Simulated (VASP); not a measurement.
## Hf: relaxation of cell and atoms with PBE

Crystal: Hf.

```
Hf
1.0
    -1.77492    1.77492    1.77492
     1.77492   -1.77492    1.77492
     1.77492    1.77492   -1.77492
Hf
1
Direct
  0.00000 0.00000 0.00000
```

```
Program                : VASP 6.6.1
Task                   : relaxation of cell and atoms
Functional             : PBE
Potentials or basis    : VASP PAW PBE potentials, release 64 (Hf_pv)
Cutoff                 : 600 eV
k mesh                 : 6 × 6 × 6
Occupations            : gaussian, width 0.1 eV
Spin                   : no spin polarisation
Dipole correction      : no
Further INCAR settings : ALGO = Normal; EDIFF = 1e-07; IBRION = 2; EDIFFG = -0.04; NSW = 90; ISIF = 3
```

```yaml
Relaxed_volume: 22.20 Å³/atom
Relaxed_cell: a = 3.067 Å, b = 3.067 Å, c = 3.067 Å, α = 109.47°, β = 109.47°, γ = 109.47°
Space_group_after_relaxing_to_0.05_Å: Im-3m (No. 229)
Energy_gained_by_relaxing: 0.3 meV/atom
Ionic_steps: 3
Pressure_after_relaxing: 0.0 GPa
Band_gap_on_the_k_mesh: zero (band 5 reaches 6.16 eV, above the bottom of band 6 at 4.00 eV)
```

Step by step:
```csv
step,energy change (eV),largest force (eV/Å),pressure (GPa),volume (Å³)
1,0.0000,0.0000,-0.64,22.37
2,-0.0001,0.0000,0.53,22.08
3,-0.0003,0.0000,0.00,22.20
```

Final structure:
```
Hf
1.0
    -1.77062    1.77062    1.77062
     1.77062   -1.77062    1.77062
     1.77062    1.77062   -1.77062
Hf
1
Direct
  0.00000 0.00000 0.00000
```

Levels at points of the mesh, in eV from the Fermi level:
```
           k point  band 3  band 4  band 5  band 6  band 7  band 8
(0.00, 0.00, 0.00)  -29.87   -7.12    1.47    1.47    1.47    4.28
(0.50, 0.00, 0.00)  -29.87   -3.45   -0.57    1.03    4.11    5.12
(0.50, 0.50, 0.50)  -30.46   -2.66   -2.66    6.77    6.77    6.77
```

Wall time 6.9 s on 1 thread of Intel(R) Xeon(R) 6975P-C (Granite Rapids), on a shared host, peak memory 0.16 GiB.

Caveat: the k points lie up to 0.42 Å⁻¹ apart in the final cell; spin-orbit coupling is left out, which moves the levels of the heavy elements.
